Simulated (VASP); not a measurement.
# ZrB2 (P6/mmm) in VASP: notebook

ZrB2 is run at these levels: RPBE+D4, PBE; tasks: single point, relaxation of cell and atoms.

Program: VASP 6.6.1. These are calculated values, not measurements. Logs are shortened: lines on timing, memory, paths and dates and some standing lists are left out, and cuts for length are marked.

## (1) The cell of the first run

Symmetry: P6/mmm, No. 191, hexagonal system. The conventional cell has a = 3.144 Å, b = 3.144 Å, c = 3.475 Å, α = 90.00°, β = 90.00°, γ = 120.00°. Within 3.3 Å of Zr (site symmetry 6/mmm) lie 12 B at 2.51 Å and 6 Zr at 3.14 Å. Within 2.4 Å of B (site symmetry -6m2) lie 3 B at 1.82 Å.

## (2) Single point, RPBE+D4

The input, INCAR:

```
SYSTEM = ZrB2
PREC = Accurate
ENCUT = 520
EDIFF = 1E-6
ISMEAR = -1
SIGMA = 0.05
LREAL = .FALSE.
LASPH = .TRUE.
NELM = 100
ALGO = Normal
ISIF = 2
LWAVE = .FALSE.
LCHARG = .FALSE.
GGA = RP
IVDW = 13
NBANDS = 16
```

The input, KPOINTS:

```
regular mesh
0
G
  10 10 8
  0 0 0
```

The input, POSCAR:

```
ZrB2
1.0
    3.1439389864      0.0000000000      0.0000000000
   -1.5719694932      2.7227310302      0.0000000000
    0.0000000000      0.0000000000      3.4753803133
Zr B
1 2
Direct
    0.0000000000      0.0000000000      0.0000000000
    0.6666666667      0.3333333333      0.5000000000
    0.3333333333      0.6666666667      0.5000000000
```

Potentials or basis: VASP PAW PBE potentials, release 64 (Zr_sv, B).

Started as:

```console
cat potpaw_PBE.64/Zr_sv/POTCAR potpaw_PBE.64/B/POTCAR > POTCAR
mpirun -np 1 vasp_std > vasp.out
```

OUTCAR:

```text
SYSTEM = ZrB2
   PREC = Accurate
   ENCUT = 520
   EDIFF = 1E-6
   ISMEAR = -1
   LREAL = .FALSE.
   LASPH = .TRUE.
   NELM = 100
   ISIF = 2
   GGA = RP
   IVDW = 13

 ion  position               nearest neighbor table
   1  0.000  0.000  0.000-   2 2.51   3 2.51   2 2.51   3 2.51   2 2.51   2 2.51   3 2.51   3 2.51
                             2 2.51   2 2.51   3 2.51   3 2.51
   2  0.667  0.333  0.500-   3 1.82   3 1.82   3 1.82   1 2.51   1 2.51   1 2.51   1 2.51   1 2.51
                             1 2.51
   3  0.333  0.667  0.500-   2 1.82   2 1.82   2 1.82   1 2.51   1 2.51   1 2.51   1 2.51   1 2.51
                             1 2.51

  LATTYP: Found a hexagonal cell.
 ALAT       =     3.1439389864
 C/A-ratio  =     1.1054223152

  Lattice vectors:

 A1 = (   3.1439389864,   0.0000000000,   0.0000000000)
 A2 = (  -1.5719694932,   2.7227310302,   0.0000000000)
 A3 = (   0.0000000000,   0.0000000000,   3.4753803133)

Analysis of symmetry for initial positions (statically):
=====================================================================
 Subroutine PRICEL returns:
 Original cell was already a primitive cell.

 Routine SETGRP: Setting up the symmetry group for a
 hexagonal supercell.

 Subroutine GETGRP returns: Found 24 space group operations
 (whereof 24 operations were pure point group operations)
 out of a pool of 24 trial point group operations.

The static configuration has the point symmetry D_6h.

Analysis of symmetry for dynamics (positions and initial velocities):
=====================================================================
 Subroutine PRICEL returns:
 Original cell was already a primitive cell.

 Routine SETGRP: Setting up the symmetry group for a
 hexagonal supercell.

 Subroutine GETGRP returns: Found 24 space group operations
 (whereof 24 operations were pure point group operations)
 out of a pool of 24 trial point group operations.

The dynamic configuration has the point symmetry D_6h.

 Subroutine INISYM returns: Found 24 space group operations
 (whereof 24 operations are pure point group operations),
 and found     1 'primitive' translations

----------------------------------------------------------------------------------------

                                     Primitive cell

[... 90 lines left out ...]
   ENCUT  =  520.0 eV  38.22 Ry    6.18 a.u.   5.85  5.85  6.46*2*pi/ulx,y,z
   NELM   =    100;   NELMIN=  2; NELMDL= -5     # of ELM steps
   EDIFF  = 0.1E-05   stopping-criterion for ELM
   LREAL  =      F    real-space projection
   EDIFFG = 0.1E-04   stopping-criterion for IOM
   NSW    =      0    number of steps for IOM
   IBRION =     -1    ionic relax: 0-MD 1-quasi-New 2-CG
   NFREE  =      0    steps in history (QN), initial steepest desc. (CG)
   ISIF   =      2    stress and relaxation
   ISYM   =      2    0-nonsym 1-usesym 2-fastsym
   POTIM  = 0.5000    time-step for ionic-motion
   TEBEG  =    0.0;   TEEND  =   0.0 temperature during run
   PSTRESS=    0.0 pullay stress
   NELECT =      18.0000    total number of electrons
   NUPDOWN=      -1.0000    fix difference up-down
   EMIN   =  10.00;   EMAX   =-10.00  energy-range for DOS
   EFERMI =   0.00;   METHOD = LEGACY
   ISMEAR =    -1;   SIGMA  =   0.05  broadening in eV -4-tet -1-fermi 0-gaus
   EFERMI_NEDOS =   21; number of points for ismear=-14 and -15
   IALGO  =     38    algorithm
   IMIX   =      4    mixing-type and parameters
     AMIX     =   0.40;   BMIX     =  1.00
     AMIX_MAG =   1.60;   BMIX_MAG =  1.00
  volume/ion in A,a.u.               =       9.92        66.92
  Fermi-wavevector in a.u.,A,eV,Ry     =   1.384646  2.616601 26.085677  1.917243
  Thomas-Fermi vector in A             =   2.509130
   LORBIT       =      0    0 simple, 1 ext, 2 COOP (PROOUT), +10 PAW based schemes
   GGA     = RP    functional components
   LHFCALC =     F    Hartree Fock is set to
   AEXX    =    0.0000 exact exchange contribution
   IVDW    =    13    specifies the selected vdW correction
   LEPSILON=     F    determine dielectric tensor
   LRPA    =     F    only Hartree local field effects (RPA)
 non-spin polarized calculation
  energy-cutoff  :      520.00
  volume of cell :       29.75
 maximum number of plane-waves:       816
 NGX is ok and might be reduce to    24
   NGX = 11   NGY = 11   NGZ = 13

 number of electron      18.0000000 magnetization

 Free energy of the ion-electron system (eV)
  ---------------------------------------------------
  ext. energy  EPLUGINS =         0.00000000
  ---------------------------------------------------
  free energy    TOTEN  =       -23.81107745 eV

  energy without entropy =      -23.80810343  energy(sigma->0) =      -23.80959044

 E-fermi :  10.8937     XC(G=0): -12.5589

 val. band max:       10.8549357316   @ k =   0.2000   0.2000   0.1250
 cond. band min:      11.0505196673   @ k =   0.1000   0.0000   0.5000
 fundamental gap:      0.1955839357
 Fermi energy:        10.8936980166

 k-point     1 :       0.0000    0.0000    0.0000
  band No.  band energies     occupation
      1     -37.5502      2.00000
      2     -15.7429      2.00000
      3     -15.1676      2.00000
      4     -15.1676      2.00000
      5      -1.9361      2.00000
      6       8.2378      2.00000
[... 433 lines left out ...]
      3     -15.6029      2.00000
      4     -15.4522      2.00000
      5       1.5964      2.00000
      6       2.8523      2.00000
[... 8 lines left out ...]
     15      19.6392      0.00000
     16      21.4567      0.00000

 [... further k-points ...]

------------------------ aborting loop because EDIFF is reached ----------------------------------------

  DFT-D4 for vdW energy calculation

  Edisp (eV):   -1.99091

  FORCE on cell =-STRESS in cart. coord.  units (eV):
  Direction    XX          YY          ZZ          XY          YZ          ZX
  --------------------------------------------------------------------------------------
  -------------------------------------------------------------------------------------
  Total       0.01035     0.01035     0.02482     0.00000    -0.00000    -0.00000
  in kB       0.55753     0.55753     1.33694     0.00000    -0.00000    -0.00000
  external pressure =        0.82 kB  Pullay stress =        0.00 kB

 VOLUME and BASIS-vectors are now :
 -----------------------------------------------------------------------------
  energy-cutoff  :      520.00
  volume of cell :       29.75
      direct lattice vectors                 reciprocal lattice vectors
     3.143938986  0.000000000  0.000000000     0.318072330  0.183639146  0.000000000
    -1.571969493  2.722731030  0.000000000     0.000000000  0.367278291  0.000000000
     0.000000000  0.000000000  3.475380313     0.000000000  0.000000000  0.287738293

 POSITION                                       TOTAL-FORCE (eV/Angst)
 -----------------------------------------------------------------------------------
      0.00000      0.00000      0.00000        -0.000000      0.000000      0.000000
      1.57197      0.90758      1.73769         0.000000     -0.000000      0.000000
     -0.00000      1.81515      1.73769        -0.000000     -0.000000      0.000000
 -----------------------------------------------------------------------------------
    total drift:                               -0.000000      0.000000      0.000000

  FREE ENERGIE OF THE ION-ELECTRON SYSTEM (eV)
  ---------------------------------------------------
  free  energy   TOTEN  =       -25.8019855465 eV

  energy  without entropy=      -25.7990115274  energy(sigma->0) =      -25.80049854
```

OSZICAR:

```text
N       E                     dE             d eps       ncg     rms          rms(c)
DAV:   1     0.104932828669E+03    0.10493E+03   -0.97695E+03  2240   0.113E+03
DAV:   2    -0.221848448415E+02   -0.12712E+03   -0.12166E+03  2904   0.291E+02
DAV:   3    -0.263514656071E+02   -0.41666E+01   -0.41514E+01  3512   0.449E+01
DAV:   4    -0.264027878909E+02   -0.51322E-01   -0.51310E-01  2616   0.482E+00
DAV:   5    -0.264039759666E+02   -0.11881E-02   -0.11881E-02  3432   0.461E-01    0.230E+01
DAV:   6    -0.238591366283E+02    0.25448E+01   -0.54090E+00  2856   0.161E+01    0.931E+00
DAV:   7    -0.238102466631E+02    0.48890E-01   -0.65252E-01  3184   0.518E+00    0.320E+00
DAV:   8    -0.238159224354E+02   -0.56758E-02   -0.10414E-01  2664   0.267E+00    0.428E-01
DAV:   9    -0.238113261664E+02    0.45963E-02   -0.21143E-02  2744   0.111E+00    0.214E-01
DAV:  10    -0.238110697068E+02    0.25646E-03   -0.14722E-03  2632   0.357E-01    0.356E-02
DAV:  11    -0.238110795700E+02   -0.98631E-05   -0.58609E-05  3088   0.722E-02    0.123E-02
DAV:  12    -0.238110772767E+02    0.22933E-05   -0.28943E-06  2544   0.141E-02    0.556E-03
DAV:  13    -0.238110774470E+02   -0.17025E-06   -0.32306E-07  1328   0.553E-03
   1 F= -.25801986E+02 E0= -.25800499E+02  d E =-.297402E-02
```

Run time: 17 s. Hardware: 1 thread of Intel Xeon Platinum 8488C (Sapphire Rapids), shared host; peak memory 0.16 GiB.

What came out:

* Free energy: -25.8020 eV
* Pressure: 0.1 GPa
* Band gap on the k mesh: zero (band 9 reaches 11.51 eV, above the bottom of band 10 at 10.75 eV)
* Dispersion energy per atom: -0.664 eV

Stress tensor (GPa, compression positive):
```
0.06 0.00 0.00
0.00 0.06 0.00
0.00 0.00 0.13
```

Levels at points of the mesh, in eV from the Fermi level:
| k point | band 7 | band 8 | band 9 | band 10 | band 11 | band 12 |
| --- | --- | --- | --- | --- | --- | --- |
| (0.00, 0.00, 0.00) | -2.66 | -2.54 | -2.18 | 3.64 | 3.64 | 4.52 |
| (0.50, 0.00, 0.00) | -3.87 | -3.01 | -2.69 | 2.42 | 2.50 | 5.17 |
| (0.00, 0.00, 0.50) | -0.91 | -0.91 | 0.36 | 0.36 | 0.90 | 0.90 |
| (0.50, 0.00, 0.50) | -4.67 | -4.15 | -1.86 | 4.12 | 4.28 | 5.58 |

Caveat: the PAW data sets were made with another functional, which shifts forces and pressure a little; pairwise dispersion overbinds metals, which lowers pressure and volume.

## (3) Single point, PBE

This run uses another cell than the first one, of 10.25 Å³/atom, 1.034 times its volume.

The input, INCAR:

```
SYSTEM = ZrB2
ALGO = Normal
EDIFF = 1E-7
ENCUT = 520
GGA = PE
ISIF = 2
ISMEAR = 0
LASPH = .TRUE.
LCHARG = .FALSE.
LREAL = .FALSE.
LWAVE = .FALSE.
NBANDS = 16
NELM = 80
PREC = Accurate
SIGMA = 0.011
```

The input, KPOINTS:

```
k-points
0
G
  10 10 8
  0 0 0
```

The input, POSCAR:

```
ZrB2
1.0
    3.1700000000      0.0000000000      0.0000000000
   -1.5850000000      2.7453005300      0.0000000000
    0.0000000000      0.0000000000      3.5330000000
Zr B
1 2
Direct
    0.0000000000      0.0000000000      0.0000000000
    0.6666666667      0.3333333333      0.5000000000
    0.3333333333      0.6666666667      0.5000000000
```

Potentials or basis: VASP PAW PBE potentials, release 64 (Zr_sv, B).

Started as:

```console
cat potpaw_PBE.64/Zr_sv/POTCAR potpaw_PBE.64/B/POTCAR > POTCAR
mpirun -np 1 vasp_std > vasp.out
```

Run time: 16 s. Hardware: 1 thread of Intel Xeon Platinum 8488C (Sapphire Rapids), shared host; peak memory 0.16 GiB.

Results (log left out):

- Free energy: -24.9740 eV
- Pressure: 0.9 GPa
- Band gap on the k mesh: zero (band 9 reaches 11.10 eV, above the bottom of band 10 at 10.29 eV)

Stress tensor (GPa, compression positive):
```
0.51 0.00 0.00
0.00 0.51 0.00
0.00 0.00 1.77
```

Levels at points of the mesh, in eV from the Fermi level:
```csv
k point,band 6,band 7,band 8,band 9,band 10,band 11,band 12,band 13
"(0.00, 0.00, 0.00)",-2.51,-2.51,-2.46,-2.22,3.52,3.52,4.30,4.30
"(0.50, 0.00, 0.00)",-8.39,-3.77,-2.93,-2.56,2.35,2.43,5.04,5.12
"(0.00, 0.00, 0.50)",-6.84,-0.84,-0.84,0.45,0.45,0.90,0.90,1.96
"(0.50, 0.00, 0.50)",-6.87,-4.48,-4.01,-1.88,3.87,4.21,5.41,6.36
```

## (4) Single point, PBE

This run uses another cell than the first one, of 10.25 Å³/atom, 1.034 times its volume.

The input, INCAR:

```
SYSTEM = ZrB2
PREC = Accurate
ENCUT = 520
EDIFF = 1E-7
ISMEAR = -1
SIGMA = 0.05
LREAL = .FALSE.
LASPH = .TRUE.
NELM = 80
ALGO = Normal
ISIF = 2
LWAVE = .FALSE.
LCHARG = .FALSE.
GGA = PE
NBANDS = 16
```

The input, KPOINTS:

```
regular mesh
0
G
  10 10 8
  0 0 0
```

POSCAR is that of step 3.

Started as:

```console
cat potpaw_PBE.64/Zr_sv/POTCAR potpaw_PBE.64/B/POTCAR > POTCAR
mpirun -np 1 vasp_std > vasp.out
```

It took 18 s on 1 thread of Intel Xeon Platinum 8488C (Sapphire Rapids), shared host; peak memory 0.16 GiB.

Results (log left out):

- Free energy: -24.9758 eV
- Pressure: 0.9 GPa
- Band gap on the k mesh: zero (band 9 reaches 11.10 eV, above the bottom of band 10 at 10.29 eV)

Stress tensor (GPa, compression positive):
```
0.55 0.00 0.00
0.00 0.55 0.00
0.00 0.00 1.72
```

Levels at points of the mesh, in eV from the Fermi level:
| k point | band 5 | band 6 | band 7 | band 8 | band 9 | band 10 | band 11 | band 12 | band 13 | band 14 |
| --- | --- | --- | --- | --- | --- | --- | --- | --- | --- | --- |
| (0.00, 0.00, 0.00) | -12.64 | -2.54 | -2.54 | -2.50 | -2.26 | 3.49 | 3.49 | 4.26 | 4.26 | 4.95 |
| (0.50, 0.00, 0.00) | -8.87 | -8.42 | -3.81 | -2.97 | -2.60 | 2.32 | 2.39 | 5.01 | 5.08 | 6.60 |
| (0.00, 0.00, 0.50) | -10.61 | -6.88 | -0.88 | -0.88 | 0.42 | 0.42 | 0.86 | 0.86 | 1.92 | 5.13 |
| (0.50, 0.00, 0.50) | -9.84 | -6.91 | -4.52 | -4.04 | -1.92 | 3.83 | 4.17 | 5.38 | 6.32 | 6.56 |

## (5) Single point, PBE

This run uses another cell than the first one, of 10.28 Å³/atom, 1.037 times its volume.

The input, INCAR:

```
ALGO     = Normal         # electronic algorithm
EDIFF    = 1E-6           # SCF threshold, eV
ENCUT    = 520            # plane-wave cutoff, eV
GGA      = PE             # functional
ISIF     = 2              # what is computed and relaxed
ISMEAR   = -1             # smearing method
LASPH    = T              # aspherical terms in the spheres
LCHARG   = F              # write CHGCAR
LREAL    = F              # projectors in reciprocal space
LWAVE    = F              # write WAVECAR
NBANDS   = 16             # bands
NELM     = 60             # most SCF steps
PREC     = Accurate       # precision mode
SIGMA    = 0.05           # smearing width, eV
```

The input, KPOINTS:

```
k-points
0
Gamma
  10 10 8
```

The input, POSCAR:

```
ZrB2
1.0
    3.1699375328      0.0000000000      0.0000000000
   -1.5849687664      2.7452464318      0.0000000000
    0.0000000000      0.0000000000      3.5455003022
Zr B
1 2
Direct
    0.0000000000      0.0000000000      0.0000000000
    0.6666666667      0.3333333333      0.5000000000
    0.3333333333      0.6666666667      0.5000000000
```

Started as:

```console
cat potpaw_PBE.64/Zr_sv/POTCAR potpaw_PBE.64/B/POTCAR > POTCAR
mpirun -np 1 vasp_std > vasp.out
```

Run time: 15 s. Hardware: 1 thread of Intel Xeon Platinum 8488C (Sapphire Rapids), shared host; peak memory 0.16 GiB.

Results (log left out):

```yaml
Free_energy: -24.9765 eV
Pressure: 0.1 GPa
Band_gap_on_the_k_mesh: zero (band 9 reaches 11.09 eV, above the bottom of band 10 at 10.25 eV)
```

Levels at points of the mesh, in eV from the Fermi level:
| k point | band 7 | band 8 | band 9 | band 10 | band 11 | band 12 |
| --- | --- | --- | --- | --- | --- | --- |
| (0.00, 0.00, 0.00) | -2.51 | -2.50 | -2.29 | 3.47 | 3.47 | 4.21 |
| (0.50, 0.00, 0.00) | -3.82 | -2.96 | -2.58 | 2.30 | 2.38 | 5.01 |
| (0.00, 0.00, 0.50) | -0.86 | -0.86 | 0.45 | 0.45 | 0.86 | 0.86 |
| (0.50, 0.00, 0.50) | -4.49 | -4.03 | -1.93 | 3.77 | 4.16 | 5.37 |

## (6) Relaxation of cell and atoms, PBE

This run uses another cell than the first one, of 10.25 Å³/atom, 1.034 times its volume.

The input, INCAR:

```
PREC = Accurate
ENCUT = 600
EDIFF = 1E-6
ISMEAR = -1
SIGMA = 0.05
LREAL = F
LASPH = T
NELM = 60
ALGO = Normal
ISIF = 3
LWAVE = F
LCHARG = F
GGA = PE
IBRION = 2
NSW = 60
EDIFFG = -0.01
```

The input, KPOINTS:

```
Automatic mesh
0
Gamma
  10 10 8
```

The input, POSCAR:

```
ZrB2
1.0
    3.1700000000      0.0000000000      0.0000000000
   -1.5850000000      2.7453005300      0.0000000000
    0.0000000000      0.0000000000      3.5330000000
Zr B
1 2
Direct
    0.0000000000      0.0000000000      0.0000000000
    0.6666666667      0.3333333333      0.5000000000
    0.3333333333      0.6666666667      0.5000000000
```

Potentials or basis: VASP PAW PBE potentials, release 64 (Zr_sv, B).

Started as:

```console
cat potpaw_PBE.64/Zr_sv/POTCAR potpaw_PBE.64/B/POTCAR > POTCAR
mpirun -np 1 vasp_std > vasp.out
```

It took 50 s on 1 thread of Intel Xeon Platinum 8488C (Sapphire Rapids), shared host; peak memory 0.18 GiB.

The run converged. Its results:

```yaml
Free_energy: -24.9783 eV
Relaxed_volume: 10.29 Å³/atom
Relaxed_cell: a = 3.170 Å, b = 3.170 Å, c = 3.547 Å, α = 90.00°, β = 90.00°, γ = 120.00°
Space_group_after_relaxing_to_0.05_Å: P6/mmm (No. 191)
Energy_gained_by_relaxing: 0.2 meV/atom
Ionic_steps: 4
Pressure_after_relaxing: 0.0 GPa
Band_gap_on_the_k_mesh: zero (band 9 reaches 11.09 eV, above the bottom of band 10 at 10.25 eV)
```

Stress tensor (GPa, compression positive):
```
 0.07  0.00  0.00
 0.00  0.07  0.00
 0.00  0.00 -0.03
```

The path:
```tsv
step	energy change (eV)	largest force (eV/Å)	pressure (GPa)	volume (Å³)
1	0.0000	0.0000	0.95	30.75
2	-0.0001	0.0000	-1.10	31.02
3	-0.0006	0.0000	-0.17	30.89
4	-0.0006	0.0000	0.04	30.87
```

Final structure:
```
Zr B
1.0
     3.17001    0.00000    0.00000
    -1.58500    2.74531    0.00000
     0.00000    0.00000    3.54703
Zr B
1 2
Direct
  0.00000 0.00000 0.00000
  0.66667 0.33333 0.50000
  0.33333 0.66667 0.50000
```

Levels at points of the mesh, in eV from the Fermi level:
```
           k point  band 7  band 8  band 9  band 10  band 11  band 12
(0.00, 0.00, 0.00)   -2.51   -2.50   -2.30     3.47     3.47     4.21
(0.50, 0.00, 0.00)   -3.82   -2.96   -2.58     2.30     2.37     5.01
(0.00, 0.00, 0.50)   -0.86   -0.86    0.45     0.45     0.86     0.86
(0.50, 0.00, 0.50)   -4.49   -4.03   -1.93     3.76     4.16     5.37
```

## (7) Overview

| task | level | cell | cutoff (eV) | smearing | gap on the mesh (eV) | pressure (GPa) |
| --- | --- | --- | --- | --- | --- | --- |
| single point | RPBE+D4 | a = 3.144, b = 3.144, c = 3.475 Å, angles 90.0, 90.0, 120.0°, 3 atoms | 520 | fermi-dirac 0.05 eV | none | 0.1 |
| single point | PBE | a = 3.170, b = 3.170, c = 3.533 Å, angles 90.0, 90.0, 120.0°, 3 atoms | 520 | gaussian 0.011 eV | none | 0.9 |
| single point | PBE | a = 3.170, b = 3.170, c = 3.533 Å, angles 90.0, 90.0, 120.0°, 3 atoms | 520 | fermi-dirac 0.05 eV | none | 0.9 |
| single point | PBE | a = 3.170, b = 3.170, c = 3.546 Å, angles 90.0, 90.0, 120.0°, 3 atoms | 520 | fermi-dirac 0.05 eV | none | 0.1 |
| relaxation of cell and atoms | PBE | relaxed from a = 3.170, b = 3.170, c = 3.533 Å, angles 90.0, 90.0, 120.0°, 3 atoms | 600 | fermi-dirac 0.05 eV | none | 0.0 |

Alike in all rows: potentials or basis VASP PAW PBE potentials, release 64 (Zr_sv, B); no spin polarisation; k mesh 10 × 10 × 8.

Caveats: the PAW data sets were made with another functional, which shifts forces and pressure a little (some runs); pairwise dispersion overbinds metals, which lowers pressure and volume (some runs).

Total energies depend on the potentials used, so only differences within one code and one set of settings carry meaning.
